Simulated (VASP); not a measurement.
Crystal: Al2Cu.

```
Al Cu
1.0
     4.10518    0.00000    0.00000
     0.00000    4.10518    0.00000
     0.00000    0.00000    2.89131
Al Cu
2 1
Direct
  0.50000 0.00000 0.50000
  0.00000 0.50000 0.50000
  0.00000 0.00000 0.00000
```

```yaml
Program: VASP 6.6.1
Task: relaxation of cell and atoms
Functional: LDA
Potentials_or_basis: VASP PAW LDA potentials, release 64 (Al, Cu)
Cutoff: 600 eV
k_mesh: 10 × 10 × 14
Occupations: gaussian, width 0.1 eV
Spin: no spin polarisation
```

At the start: pressure -4.8 GPa; volume 16.24 Å³/atom.

Problem. Where does the relaxation end?

Solution. Over 34 steps the energy falls by 13.4 meV/atom and the volume is 15.41 Å³/atom (-5.1 %); space group P4/mmm (No. 123, to 0.1 Å) before and after.

Step by step:
| step | energy change (eV) | largest force (eV/Å) | pressure (GPa) | volume (Å³) |
| --- | --- | --- | --- | --- |
| 1 | 0.0000 | 0.0000 | -4.78 | 48.73 |
| 2 | -0.0349 | 0.0000 | 2.18 | 45.38 |
| 3 | -0.0400 | 0.0000 | -0.05 | 46.23 |
| 4 | -0.0400 | 0.0000 | 0.25 | 46.18 |
| 5 | -0.0402 | 0.0000 | -0.15 | 46.33 |
| 6 | -0.0402 | 0.0000 | -0.28 | 46.31 |
| 7 | -0.0402 | 0.0000 | -0.24 | 46.28 |
| 8 | -0.0403 | 0.0000 | 0.03 | 46.27 |
| 9 | -0.0403 | 0.0000 | -0.20 | 46.26 |
| 10 | -0.0403 | 0.0000 | 0.05 | 46.25 |
| 11 | -0.0403 | 0.0000 | -0.09 | 46.26 |
| 12 | -0.0403 | 0.0000 | -0.05 | 46.26 |
| 13 | -0.0403 | 0.0000 | 0.19 | 46.26 |
| 14 | -0.0403 | 0.0000 | -0.12 | 46.26 |
| 15 | -0.0403 | 0.0000 | 0.10 | 46.20 |
| 16 | -0.0403 | 0.0000 | -0.09 | 46.24 |
| 17 | -0.0403 | 0.0000 | 0.21 | 46.22 |
| 18 | -0.0403 | 0.0000 | -0.13 | 46.23 |
| 19 | -0.0403 | 0.0000 | 0.11 | 46.23 |
| 20 | -0.0403 | 0.0000 | 0.04 | 46.23 |
| 21 | -0.0403 | 0.0000 | -0.20 | 46.23 |
| 22 | -0.0403 | 0.0000 | 0.16 | 46.23 |
| 23 | -0.0403 | 0.0000 | -0.05 | 46.23 |
| 24 | -0.0403 | 0.0000 | 0.17 | 46.22 |
| 25 | -0.0403 | 0.0000 | -0.09 | 46.23 |
| 26 | -0.0403 | 0.0000 | 0.08 | 46.23 |
| 27 | -0.0403 | 0.0000 | -0.18 | 46.23 |
| 28 | -0.0403 | 0.0000 | 0.17 | 46.23 |
| 29 | -0.0403 | 0.0000 | -0.03 | 46.23 |
| 30 | -0.0403 | 0.0000 | 0.03 | 46.23 |
| 31 | -0.0403 | 0.0000 | -0.14 | 46.24 |
| 32 | -0.0403 | 0.0000 | 0.14 | 46.23 |
| 33 | -0.0403 | 0.0000 | -0.07 | 46.23 |
| 34 | -0.0403 | 0.0000 | -0.01 | 46.23 |

Final structure:
```yaml
crystal:
  lattice:
    - [4.04586, 0.00000, 0.00000]
    - [0.00000, 4.04586, 0.00000]
    - [0.00000, 0.00000, 2.82428]
  atoms:
    - { symbol: Al, position: [0.50000, 0.00000, 0.50000] }
    - { symbol: Al, position: [0.00000, 0.50000, 0.50000] }
    - { symbol: Cu, position: [0.00000, 0.00000, 0.00000] }
```

Caveat: the highest band is partly filled, so the run has too few bands.
